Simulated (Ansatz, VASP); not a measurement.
C: VASP beside Ansatz

```
CELL_PARAMETERS angstrom
0.00000 1.78340 1.64073
1.78340 0.00000 1.64073
1.78340 1.78340 0.00000
ATOMIC_POSITIONS crystal
C 0.50000 0.50000 0.50000
C 0.75000 0.75000 0.75000
```

Change from the starting cell: strain +0.000 along x and y, -0.080 along z, atoms carried along.

Alike in both runs: task single point; functional r2SCAN; k mesh 12 × 12 × 12; occupations gaussian, width 0.05 eV; no spin polarisation.

```csv
,VASP,Ansatz
version,VASP 6.6.1,Ansatz 0.2.0
potentials or method,"VASP PAW PBE potentials, release 64 (C), cutoff 520 eV","scalar-relativistic, plane waves, PAW"
valence electrons in the cell,8,8
```

|  | VASP | Ansatz | Ansatz less VASP |
| --- | --- | --- | --- |
| gap on the k mesh at the Fermi level (eV) | 2.29 | 2.32 | +0.031 |
| least direct gap on the mesh (eV) | 4.53 | 4.58 | +0.052 |
| pressure (GPa) | 42.0 | 40.5 | -1.46 |
| traceless stress, the component that is largest in VASP (GPa) | 54.50 | 54.61 | +0.108 |

VASP's potentials were made for PBE, not for r2SCAN. Both programs put the cell under a high pressure, so it lies far from rest at this level.
